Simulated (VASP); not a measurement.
## HgTe: single point with PBEsol

The system is HgTe.

```
Hg Te
1.0
     0.00000    3.32021    3.12679
     3.32021    0.00000    3.12679
     3.32021    3.32021    0.00000
Hg Te
1 1
Cartesian
  0.0000 0.0000 0.0000
  4.9803 4.9803 4.6902
```

This cell differs from its parent crystal: strain +0.030 along x and y, -0.030 along z.

```yaml
Program: VASP 6.6.1
Task: single point
Functional: PBEsol
Potentials_or_basis: VASP PAW PBE potentials, release 64 (Hg, Te)
Cutoff: 520 eV
k_mesh: 14 × 14 × 14
Occupations: gaussian, width 0.15 eV
Spin: no spin polarisation
Dipole_correction: no
Further_INCAR_settings: ALGO = Normal; EDIFF = 1e-07; NBANDS = 16
```

| Quantity | Value |
| --- | --- |
| Pressure | 0.1 GPa |

Stress tensor (GPa, compression positive):
```
-0.23  0.00  0.00
 0.00 -0.23  0.00
 0.00  0.00  0.63
```

Levels at points of the mesh, in eV from the Fermi level:
```csv
k point,band 6,band 7,band 8,band 9,band 10,band 11,band 12,band 13
"(0.00, 0.00, 0.00)",-6.84,-1.01,-0.22,-0.22,-0.04,4.09,4.10,4.10
"(0.50, 0.00, 0.00)",-6.57,-5.54,-1.23,-0.97,0.47,4.70,5.04,6.60
"(0.50, 0.50, 0.00)",-6.37,-5.31,-2.51,-2.51,1.42,2.14,8.11,8.59
"(0.50, 0.00, 0.50)",-6.47,-5.58,-2.33,-2.19,1.85,2.37,7.73,8.33
```

It took 2.7 min on 1 thread of AMD EPYC 9R45 96-Core Processor (Zen 5) (shared host), peak memory 0.39 GiB.

Caveat: the cell differs from its parent crystal (strain +0.030 along x and y, -0.030 along z); the PAW data sets were made with another functional, which shifts forces and pressure a little; spin-orbit coupling is left out, which moves the levels of the heavy elements.
